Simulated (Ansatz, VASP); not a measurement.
# GdN in VASP and in Ansatz

Contents of INCAR:

```
SYSTEM = GdN
ALGO = Normal
EDIFF = 1E-6
ENCUT = 520
GGA = PS
ISIF = 2
ISMEAR = 0
ISPIN = 2
LASPH = .TRUE.
LCHARG = .FALSE.
LDAU = .TRUE.
LDAUJ = 0 0
LDAUL = 3 -1
LDAUPRINT = 1
LDAUTYPE = 2
LDAUU = 6 0
LMAXMIX = 6
LORBIT = 11
LREAL = .FALSE.
LWAVE = .FALSE.
MAGMOM = 7.61 -0.16
NBANDS = 22
NELM = 150
PREC = Accurate
SIGMA = 0.05
```

The input KPOINTS:

```
k-points
0
G
  8 8 8
  0 0 0
```

POSCAR

```
GdN
1.0
    0.0000000000      2.4544936924      2.4544936924
    2.4544936924      0.0000000000      2.4544936924
    2.4544936924      2.4544936924      0.0000000000
Gd N
1 1
Direct
    0.5000000000      0.5000000000      0.5000000000
    0.0000000000      0.0000000000      0.0000000000
```

Input for Ansatz:

```yaml
crystal:
  lattice:
    - [0.0, 2.4544936924, 2.4544936924]
    - [2.4544936924, 0.0, 2.4544936924]
    - [2.4544936924, 2.4544936924, 0.0]
  atoms:
    - { symbol: Gd, position: [0.5, 0.5, 0.5], spin: 7.62 }
    - { symbol: "N", position: [0.0, 0.0, 0.0] }
basis:
  ecutwfc: 420
  ecutrho_ratio: 4
kpoints:
  mp_grid: { grid: [8, 8, 8] }
hamiltonian:
  xc: pbesol
  hubbard:
    sites:
      - { species: Gd, l: f, u_eff: 6.0, starting_ns: start.occupation_matrices }
    ns_hold: { iters: 6 }
scf:
  occupations: { method: gaussian, width: 0.05 }
  lower_state_search: "off"
output:
  forces: true
  stress: true
  eigenvalues: true
  populations: true
  hubbard: { sites: [{ species: Gd, l: f }] }
magnetization:
  spin_polarized: true
```

Alike in both runs: task single point; functional PBEsol; k mesh 8 × 8 × 8; occupations gaussian, width 0.05 eV; collinear spin; Hubbard terms Gd f U = 6.0 eV.

|  | VASP | Ansatz |
| --- | --- | --- |
| version | VASP 6.6.1 | Ansatz 0.2.0 |
| potentials or method | VASP PAW PBE potentials, release 64 (Gd, N), cutoff 520 eV | scalar-relativistic, plane waves, PAW |
| valence electrons in the cell | 23 | 23 |

Ansatz gave:

| Property | Result |
| --- | --- |
| gap on the k mesh at the Fermi level (eV) | none |
| pressure (GPa) | 3.6 |
| net moment per atom (μB) | 3.50 |
| size of the moment on the site where the two differ most (μB) | 6.92 |

Task: Which values does VASP return?

Result: gap on the k mesh at the Fermi level (eV): none; pressure (GPa): 4.0; net moment per atom (μB): 3.50; size of the moment on the site where the two differ most (μB): 6.88.

VASP's potentials were made for PBE, not for PBEsol. Site moments also hang on the region over which each program counts them. The programs project onto different local orbitals, so the same U acts differently, and such runs can settle in different states. A gap of «none» marks a metal or a gap that the smearing closes. Ansatz's warnings: filled band counts differ across k points.

Neither program's run includes spin-orbit coupling.
